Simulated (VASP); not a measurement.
# InSe (C2/m) in VASP: a series of runs, part 2 of 2

VASP 6.6.1.

**4. Single point, PBEsol**

This run uses another cell than the first one, of 27.42 Å³/atom.

File INCAR:

```
SYSTEM = InSe
ALGO = Normal
EDIFF = 1E-6
ENCUT = 520
GGA = PS
ISIF = 2
ISMEAR = -1
LASPH = .TRUE.
LCHARG = .FALSE.
LREAL = .FALSE.
LWAVE = .FALSE.
NBANDS = 27
NELM = 80
PREC = Accurate
SIGMA = 0.05
```

File KPOINTS:

```
k-points
0
G
  6 6 5
  0 0 0
```

File POSCAR:

```
InSe
1.0
    5.8263928781     -2.0546489550      0.0000000000
    5.8263928781      2.0546489550      0.0000000000
   -1.7232330140      0.0000000000      4.5804939434
In Se
2 2
Direct
    0.8882032500      0.8882032500      0.0468413600
    0.1117967500      0.1117967500      0.9531586400
    0.6609275900      0.6609275900      0.6689556200
    0.3390724100      0.3390724100      0.3310443800
```

Potentials or basis: VASP PAW PBE potentials, release 64 (In_d, Se).

Started as:

```console
> cat potpaw_PBE.64/In_d/POTCAR potpaw_PBE.64/Se/POTCAR > POTCAR
> mpirun -np 1 vasp_std > vasp.out
```

OUTCAR:

```text
SYSTEM = InSe
   EDIFF = 1E-6
   ENCUT = 520
   GGA = PS
   ISIF = 2
   ISMEAR = -1
   LASPH = .TRUE.
   LREAL = .FALSE.
   NELM = 80
   PREC = Accurate

 ion  position               nearest neighbor table
   1  0.888  0.888  0.047-   3 2.64   4 2.65   4 2.65   2 2.80   2 3.71   2 3.71
   2  0.112  0.112  0.953-   4 2.64   3 2.65   3 2.65   1 2.80   1 3.71   1 3.71
   3  0.661  0.661  0.669-   1 2.64   2 2.65   2 2.65
   4  0.339  0.339  0.331-   2 2.64   1 2.65   1 2.65

  LATTYP: Found a base centered monoclinic cell.
 ALAT       =    11.6527857562
 B/A-ratio  =     0.3526451096
 C/A-ratio  =     0.4199785779
 COS(beta)  =    -0.3521170915

  Lattice vectors:

 A1 = (   5.8263928781,  -2.0546489550,   0.0000000000)
 A2 = (   5.8263928781,   2.0546489550,   0.0000000000)
 A3 = (  -1.7232330140,   0.0000000000,   4.5804939434)

Analysis of symmetry for initial positions (statically):
=====================================================================
 Subroutine PRICEL returns:
 Original cell was already a primitive cell.

 Routine SETGRP: Setting up the symmetry group for a
 base centered monoclinic supercell.

 Subroutine GETGRP returns: Found  4 space group operations
 (whereof  4 operations were pure point group operations)
 out of a pool of  4 trial point group operations.

The static configuration has the point symmetry C_2h.

Analysis of symmetry for dynamics (positions and initial velocities):
=====================================================================
 Subroutine PRICEL returns:
 Original cell was already a primitive cell.

 Routine SETGRP: Setting up the symmetry group for a
 base centered monoclinic supercell.

 Subroutine GETGRP returns: Found  4 space group operations
 (whereof  4 operations were pure point group operations)
 out of a pool of  4 trial point group operations.

The dynamic configuration has the point symmetry C_2h.

 Subroutine INISYM returns: Found  4 space group operations
 (whereof  4 operations are pure point group operations),
[... 119 lines left out ...]
     AMIX     =   0.40;   BMIX     =  1.00
     AMIX_MAG =   1.60;   BMIX_MAG =  1.00
  volume/ion in A,a.u.               =      27.42       185.02
  Fermi-wavevector in a.u.,A,eV,Ry     =   1.149854  2.172909 17.989144  1.322165
  Thomas-Fermi vector in A             =   2.286522
   LORBIT       =      0    0 simple, 1 ext, 2 COOP (PROOUT), +10 PAW based schemes
   GGA     = PS    functional components
   LHFCALC =     F    Hartree Fock is set to
   AEXX    =    0.0000 exact exchange contribution
   IVDW    =     0    specifies the selected vdW correction
   LEPSILON=     F    determine dielectric tensor
   LRPA    =     F    only Hartree local field effects (RPA)
 non-spin polarized calculation
  energy-cutoff  :      520.00
  volume of cell :      109.67
 maximum number of plane-waves:      2977
 NGX is ok and might be reduce to    48
   NGX = 23   NGY = 23   NGZ = 19

 number of electron      38.0000003 magnetization

 Free energy of the ion-electron system (eV)
  ---------------------------------------------------
  ext. energy  EPLUGINS =         0.00000000
  ---------------------------------------------------
  free energy    TOTEN  =       -15.49519861 eV

  energy without entropy =      -15.49519847  energy(sigma->0) =      -15.49519854

 E-fermi :   4.7452     XC(G=0):  -9.4641

 val. band max:        4.0911887413   @ k =   0.5000   0.5000   0.0000
 cond. band min:       5.3799565311   @ k =  -0.1667  -0.1667   0.4000
 fundamental gap:      1.2887677898
 Fermi energy:         4.7452442163

 k-point     1 :       0.0000    0.0000    0.0000
  band No.  band energies     occupation
      1     -10.3271      2.00000
      2     -10.1544      2.00000
      3      -9.9707      2.00000
      4      -9.9520      2.00000
      5      -9.9020      2.00000
      6      -9.8983      2.00000
[... 709 lines left out ...]
     26      11.7400      0.00000
     27      11.9843      0.00000

 [... further k-points ...]

------------------------ aborting loop because EDIFF is reached ----------------------------------------

  FORCE on cell =-STRESS in cart. coord.  units (eV):
  Direction    XX          YY          ZZ          XY          YZ          ZX
  --------------------------------------------------------------------------------------
  -------------------------------------------------------------------------------------
  Total        0.0748569      0.4099852      0.9412558      0.0000000      0.0000000      0.4839636
  in kB        1.0936113      5.9896173     13.7511343      0.0000000      0.0000000      7.0703932
  external PRESSURE =       6.9447876 kB  Pullay stress =       0.0000000 kB

 VOLUME and BASIS-vectors are now :
 -----------------------------------------------------------------------------
  energy-cutoff  :      520.00
  volume of cell :      109.67
      direct lattice vectors                 reciprocal lattice vectors
     5.826392878 -2.054648955  0.000000000     0.085816389 -0.243350573  0.032285085
     5.826392878  2.054648955  0.000000000     0.085816389  0.243350573  0.032285085
    -1.723233014  0.000000000  4.580493943     0.000000000  0.000000000  0.218317066

 POSITION                                       TOTAL-FORCE (eV/Angst)
 -----------------------------------------------------------------------------------
     10.26932      0.00000      0.21456         0.307878      0.000000     -0.061176
     -0.33977      0.00000      4.36594        -0.307878      0.000000      0.061176
      6.54888      0.00000      3.06415        -0.065652      0.000000     -0.536159
      3.38067      0.00000      1.51635         0.065652      0.000000      0.536159
 -----------------------------------------------------------------------------------
    total drift:                               -0.000000     -0.000000      0.000000

  FREE ENERGIE OF THE ION-ELECTRON SYSTEM (eV)
  ---------------------------------------------------
  free  energy   TOTEN  =       -15.4951986133 eV

  energy  without entropy=      -15.4951984730  energy(sigma->0) =      -15.49519854
```

OSZICAR:

```text
N       E                     dE             d eps       ncg     rms          rms(c)
DAV:   1     0.334038195681E+03    0.33404E+03   -0.17581E+04  2970   0.159E+03
DAV:   2     0.234681362644E+02   -0.31057E+03   -0.30125E+03  2986   0.391E+02
DAV:   3    -0.143459754489E+02   -0.37814E+02   -0.37214E+02  3768   0.144E+02
DAV:   4    -0.159466772423E+02   -0.16007E+01   -0.15964E+01  3603   0.302E+01
DAV:   5    -0.159990840642E+02   -0.52407E-01   -0.52401E-01  4369   0.557E+00    0.654E+00
DAV:   6    -0.155341518373E+02    0.46493E+00   -0.84621E-01  4155   0.156E+01    0.386E+00
DAV:   7    -0.154990748083E+02    0.35077E-01   -0.35233E-01  4557   0.500E+00    0.114E+00
DAV:   8    -0.154952618851E+02    0.38129E-02   -0.43005E-02  4542   0.233E+00    0.576E-01
DAV:   9    -0.154951853154E+02    0.76570E-04   -0.50653E-03  4248   0.729E-01    0.186E-01
DAV:  10    -0.154951805413E+02    0.47742E-05   -0.42007E-04  3681   0.163E-01    0.964E-02
DAV:  11    -0.154952022518E+02   -0.21711E-04   -0.13692E-04  4049   0.142E-01    0.266E-02
DAV:  12    -0.154951984399E+02    0.38118E-05   -0.19017E-05  4063   0.420E-02    0.184E-02
DAV:  13    -0.154951986133E+02   -0.17334E-06   -0.26769E-06  2878   0.108E-02
   1 F= -.15495199E+02 E0= -.15495199E+02  d E =-.140289E-06
```

It took 88 s on 1 thread of Intel Xeon 6975P-C (Granite Rapids), shared host; peak memory 0.35 GiB.

What came out:

* Free energy: -15.4952 eV
* Pressure: 0.7 GPa
* Largest force: 0.540 eV/Å
* Band gap on the k mesh: 1.29 eV (least direct gap 1.36 eV)

Forces on the atoms (eV/Å):
```
In   0.308  0.000 -0.061
In  -0.308  0.000  0.061
Se  -0.066  0.000 -0.536
Se   0.066  0.000  0.536
```

Caveat: the PAW data sets were made with another functional, which shifts forces and pressure a little; spin-orbit coupling is left out, which moves the levels of the heavy elements; an odd mesh through Γ misses points on the zone boundary, where band edges can lie.

**5. Single point, PBEsol**

This run uses another cell than the first one, of 27.99 Å³/atom.

File INCAR:

```
PREC = Accurate ; ENCUT = 520
EDIFF = 1E-7 ; ISMEAR = -1
SIGMA = 0.05 ; LREAL = False
LASPH = True ; NELM = 80
ALGO = Normal ; ISIF = 2
LWAVE = False ; LCHARG = True
GGA = PS ; LELF = True
LVHAR = True ; NBANDS = 27
```

File KPOINTS:

```
Automatic mesh
0
Gamma
  6 6 5
```

POSCAR: that of step 4 with these lines changed.

```diff
@@ -4,3 +4,3 @@
     5.8263928781      2.0546489550      0.0000000000
-   -1.7232330140      0.0000000000      4.5804939434
+   -1.7232330140      0.0000000000      4.6759209005
 In Se
```

Started as:

```console
> cat potpaw_PBE.64/In_d/POTCAR potpaw_PBE.64/Se/POTCAR > POTCAR
> mpirun -np 1 vasp_std > vasp.out
```

Wall time 98 s (1 thread of Intel Xeon 6975P-C (Granite Rapids), shared host); peak memory 0.37 GiB.

Results (log left out):

```yaml
Free_energy: -15.5067 eV
Pressure: -0.3 GPa
Largest_force: 0.306 eV/Å
Band_gap_on_the_k_mesh: 1.28 eV (least direct gap 1.40 eV)
```

Forces on the atoms (eV/Å):
```
In   0.140  0.000 -0.038
In  -0.140  0.000  0.038
Se  -0.022  0.000 -0.305
Se   0.022  0.000  0.305
```

Stress tensor (GPa, compression positive):
```
-0.70  0.00  0.33
 0.00 -0.27  0.00
 0.33  0.00  0.19
```

Levels at points of the mesh, in eV from the valence-band top:
```csv
k point,band 17,band 18,band 19,band 20,band 21,band 22
"(0.00, 0.00, 0.00)",-2.00,-1.27,-1.12,2.76,3.08,3.66
"(0.50, 0.00, 0.00)",-1.69,-1.43,-1.17,1.72,2.53,3.73
"(0.50, 0.50, 0.00)",-1.05,-0.65,0.00,1.53,2.58,3.35
```

Caveat: the PAW data sets were made with another functional, which shifts forces and pressure a little; spin-orbit coupling is left out, which moves the levels of the heavy elements; an odd mesh through Γ misses points on the zone boundary, where band edges can lie.

**6. Single point, PBEsol**

This run uses another cell than the first one, of 28.27 Å³/atom.

File INCAR:

```
SYSTEM = InSe
PREC     = Accurate       ! precision mode
ENCUT    = 520            ! plane-wave cutoff, eV
EDIFF    = 1E-7           ! SCF threshold, eV
ISMEAR   = -1             ! smearing method
SIGMA    = 0.05           ! smearing width, eV
LREAL    = .False.        ! projectors in reciprocal space
LASPH    = .True.         ! aspherical terms in the spheres
NELM     = 80             ! most SCF steps
ALGO     = Normal         ! electronic algorithm
ISIF     = 2              ! what is computed and relaxed
LWAVE    = .False.        ! write WAVECAR
LCHARG   = .False.        ! write CHGCAR
GGA      = PS             ! functional
NBANDS   = 27             ! bands
```

File KPOINTS:

```
regular mesh
0
Gamma
  6 6 5
  0 0 0
```

POSCAR: that of step 5 with these lines changed.

```diff
@@ -4,3 +4,3 @@
     5.8263928781      2.0546489550      0.0000000000
-   -1.7232330140      0.0000000000      4.6759209005
+   -1.7232330140      0.0000000000      4.7236343791
 In Se
```

Potentials or basis: VASP PAW PBE potentials, release 64 (In_d, Se).

Started as:

```console
> cat potpaw_PBE.64/In_d/POTCAR potpaw_PBE.64/Se/POTCAR > POTCAR
> mpirun -np 1 vasp_std > vasp.out
```

Run time: 92 s. Hardware: 1 thread of Intel Xeon 6975P-C (Granite Rapids), shared host; peak memory 0.36 GiB.

Results (log left out):

| Item | Value |
| --- | --- |
| Free energy | -15.5064 eV |
| Pressure | -0.7 GPa |
| Largest force | 0.192 eV/Å |
| Band gap on the k mesh | 1.27 eV (least direct gap 1.42 eV) |

Forces in eV/Å, atoms in the order of the input:
```
In   0.061  0.000 -0.025
In  -0.061  0.000  0.025
Se  -0.004  0.000 -0.192
Se   0.004  0.000  0.192
```

Stress tensor (GPa, compression positive):
```
-1.06  0.00  0.17
 0.00 -0.66  0.00
 0.17  0.00 -0.35
```

Levels at points of the mesh, in eV from the valence-band top:
```csv
k point,band 16,band 17,band 18,band 19,band 20,band 21,band 22,band 23
"(0.00, 0.00, 0.00)",-2.21,-1.96,-1.29,-1.10,2.74,3.04,3.64,4.88
"(0.50, 0.00, 0.00)",-2.11,-1.72,-1.46,-1.15,1.68,2.48,3.70,3.71
"(0.50, 0.50, 0.00)",-2.32,-1.09,-0.64,0.00,1.52,2.60,3.37,4.06
```

Caveat: the PAW data sets were made with another functional, which shifts forces and pressure a little; spin-orbit coupling is left out, which moves the levels of the heavy elements; an odd mesh through Γ misses points on the zone boundary, where band edges can lie.

**7. The runs side by side**

| level | potentials or basis | cell | k mesh | gap on the mesh (eV) | pressure (GPa) | largest force (eV/Å) |
| --- | --- | --- | --- | --- | --- | --- |
| LDA | VASP PAW LDA potentials, release 64 (In_d, Se) | a = 6.259, b = 6.259, c = 5.140 Å, angles 108.7, 108.7, 38.8°, 4 atoms | 7 × 7 × 6 | 0.94 | -4.3 | 0.34 |
| LDA | VASP PAW LDA potentials, release 64 (In_d, Se) | a = 6.299, b = 6.299, c = 5.172 Å, angles 108.7, 108.7, 38.8°, 4 atoms | 7 × 7 × 6 | 0.91 | -5.0 | 0.46 |
| PBEsol | VASP PAW PBE potentials, release 64 (In_d, Se) | a = 6.178, b = 6.178, c = 4.894 Å, angles 109.4, 109.4, 38.8°, 4 atoms | 6 × 6 × 5 | 1.29 | 0.7 | 0.54 |
| PBEsol | VASP PAW PBE potentials, release 64 (In_d, Se) | a = 6.178, b = 6.178, c = 4.983 Å, angles 109.0, 109.0, 38.8°, 4 atoms | 6 × 6 × 5 | 1.28 | -0.3 | 0.31 |
| PBEsol | VASP PAW PBE potentials, release 64 (In_d, Se) | a = 6.178, b = 6.178, c = 5.028 Å, angles 108.9, 108.9, 38.8°, 4 atoms | 6 × 6 × 5 | 1.27 | -0.7 | 0.19 |

Alike in all rows: task single point; no spin polarisation; cutoff (eV) 520; smearing fermi-dirac 0.05 eV.

Caveats: spin-orbit coupling is left out, which moves the levels of the heavy elements; an odd mesh through Γ misses points on the zone boundary, where band edges can lie; the PAW data sets were made with another functional, which shifts forces and pressure a little (at least some runs); the cell stands under tension (at least some runs).

Total energies depend on the potentials used, so only differences within one code and one set of settings carry meaning.
